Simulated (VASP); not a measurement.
**Ir: single point with PBEsol**

The system is Ir.

```
Ir
1.0
     0.00000    1.89090    1.94850
     1.89090    0.00000    1.94850
     1.89090    1.89090    0.00000
Ir
1
Cartesian
  0.0000 0.0000 0.0000
```

This cell differs from its parent crystal: strain -0.015 along x and y, +0.015 along z.

```yaml
Program: VASP 6.6.1
Task: single point
Functional: PBEsol
Potentials_or_basis: VASP PAW PBE potentials, release 64 (Ir)
Cutoff: 520 eV
k_mesh: 22 × 22 × 22
Occupations: gaussian, width 0.15 eV
Spin: no spin polarisation
Dipole_correction: no
Further_INCAR_settings: ALGO = Normal; EDIFF = 1e-07; NBANDS = 10
```

The pressure is 4.7 GPa.

Stress tensor (GPa, compression positive):
```
 8.65  0.00  0.00
 0.00  8.65  0.00
 0.00  0.00 -3.31
```

Levels at points of the mesh, in eV from the Fermi level:
| k point | band 1 | band 2 | band 3 | band 4 | band 5 | band 6 | band 7 | band 8 |
| --- | --- | --- | --- | --- | --- | --- | --- | --- |
| (0.00, 0.00, 0.00) | -11.33 | -4.23 | -3.82 | -3.82 | -1.46 | -0.92 | 14.33 | 19.35 |
| (0.50, 0.00, 0.00) | -8.28 | -4.28 | -3.85 | -0.83 | 0.85 | 1.07 | 7.42 | 13.83 |
| (0.50, 0.50, 0.00) | -8.12 | -7.49 | 0.98 | 1.25 | 1.53 | 1.53 | 10.15 | 12.14 |
| (0.50, 0.00, 0.50) | -8.08 | -7.51 | 0.91 | 1.35 | 1.77 | 1.89 | 10.99 | 11.41 |

It took 33 s on 1 thread of Intel(R) Xeon(R) 6975P-C (Granite Rapids), with other jobs on the host, peak memory 0.23 GiB.

Caveat: the cell differs from its parent crystal (strain -0.015 along x and y, +0.015 along z); the PAW data sets were made with another functional, which shifts forces and pressure a little; spin-orbit coupling is left out, which moves the levels of the heavy elements.
